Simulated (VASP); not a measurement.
Write the native input for VASP 6.6.1 that does the following.

```yaml
Task: single point
Functional: HSE06
Potentials_or_basis: VASP PAW PBE potentials, release 64 (S, Be)
Cutoff: 520 eV
k_mesh: 5 × 5 × 5
Occupations: gaussian, width 0.05 eV
Spin: no spin polarisation
Dipole_correction: no
Grid_for_exact_exchange_PRECFOCK: Normal
Further_INCAR_settings: ALGO = Normal; EDIFF = 1e-06; NBANDS = 11
Screening_parameter: 0.2079 1/Å
```

The system is BeS.

```
S Be
1.0
     0.00000    2.42500    2.42500
     2.42500    0.00000    2.42500
     2.42500    2.42500    0.00000
S Be
1 1
Direct
  0.75000 0.75000 0.75000
  0.00000 0.00000 0.00000
```

The input as run:

POSCAR

```
BeS
1.0
    0.0000000000      2.4250000000      2.4250000000
    2.4250000000      0.0000000000      2.4250000000
    2.4250000000      2.4250000000      0.0000000000
S Be
1 1
Direct
    0.7500000000      0.7500000000      0.7500000000
    0.0000000000      0.0000000000      0.0000000000
```

INCAR.step1

```
SYSTEM = BeS
  ALGO = Normal
  EDIFF = 1E-5
  ENCUT = 520
  GGA = PE
  ISIF = 2
  ISMEAR = 0
  LASPH = .TRUE.
  LREAL = .FALSE.
  LWAVE = .TRUE.
  NBANDS = 11
  NELM = 100
  PREC = Accurate
  SIGMA = 0.05
```

INCAR.step2

```
SYSTEM = BeS
  ALGO = Normal
  EDIFF = 1E-6
  ENCUT = 520
  GGA = PE
  HFSCREEN = 0.2079
  ISIF = 2
  ISMEAR = 0
  ISTART = 1
  LASPH = .TRUE.
  LCHARG = .TRUE.
  LELF = .TRUE.
  LHFCALC = .TRUE.
  LREAL = .FALSE.
  LVHAR = .TRUE.
  LWAVE = .FALSE.
  NBANDS = 11
  NELM = 100
  PREC = Accurate
  PRECFOCK = Normal
  SIGMA = 0.05
```

KPOINTS

```
k-points
0
G
  5 5 5
  0 0 0
```

Potentials or basis: VASP PAW PBE potentials, release 64 (S, Be).

Launch:

```sh
$ cat potpaw_PBE.64/S/POTCAR potpaw_PBE.64/Be/POTCAR > POTCAR
$ cp INCAR.step1 INCAR
$ mpirun -np 1 vasp_std > vasp.out
$ cp INCAR.step2 INCAR
$ mpirun -np 1 vasp_std > vasp.out
```

Results of the run:

```yaml
Pressure: 0.2 GPa
Band_gap_on_the_k_mesh: 4.37 eV, indirect (least direct gap 6.87 eV)
```

Caveat: the k points lie up to 0.45 Å⁻¹ apart; the PAW data sets were made with another functional, which shifts forces and pressure a little.

Run time: 82 s on 1 thread of Intel(R) Xeon(R) Platinum 8559C (Emerald Rapids), on a shared host, peak memory 0.24 GiB.
